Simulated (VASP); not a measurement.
## Yb: single point with PBE

The system is Yb.

```
CELL_PARAMETERS angstrom
0.00000 2.71515 2.51341
2.71515 0.00000 2.51341
2.71515 2.71515 0.00000
ATOMIC_POSITIONS crystal
Yb 0.00000 0.00000 0.00000
```

```yaml
Program: VASP 6.6.1
Task: single point
Functional: PBE
Potentials_or_basis: VASP PAW PBE potentials, release 64 (Yb)
Cutoff: 520 eV
k_mesh: 16 × 16 × 16
Occupations: gaussian, width 0.15 eV
Spin: no spin polarisation
```

```
Pressure               : -0.9 GPa
Band gap on the k mesh : zero (bands 12 and 13 overlap by 0.09 eV)
```

Stress tensor (GPa, compression positive):
```
-0.92  0.00  0.00
 0.00 -0.92  0.00
 0.00  0.00 -0.78
```

Levels at points of the mesh, in eV from the Fermi level:
```csv
k point,band 8,band 9,band 10,band 11,band 12,band 13,band 14,band 15,band 16,band 17
"(0.00, 0.00, 0.00)",-0.39,-0.37,-0.30,-0.30,-0.29,2.67,2.67,3.20,4.41,5.23
"(0.50, 0.00, 0.00)",-0.40,-0.38,-0.31,-0.31,-0.29,0.31,2.26,2.98,6.11,6.68
"(0.50, 0.50, 0.00)",-0.39,-0.39,-0.32,-0.31,-0.31,-0.03,2.23,6.49,6.66,6.78
"(0.50, 0.00, 0.50)",-0.38,-0.37,-0.33,-0.32,-0.32,0.24,1.35,6.15,6.54,7.28
```

Run time: 11 min on 1 thread of Intel Xeon 8259CL, on a shared host, peak memory 0.38 GiB.

Caveat: spin-orbit coupling is left out, which moves the levels of the heavy elements. Spin polarisation is off, so any magnetic state and its effect on volume and gap are missing.
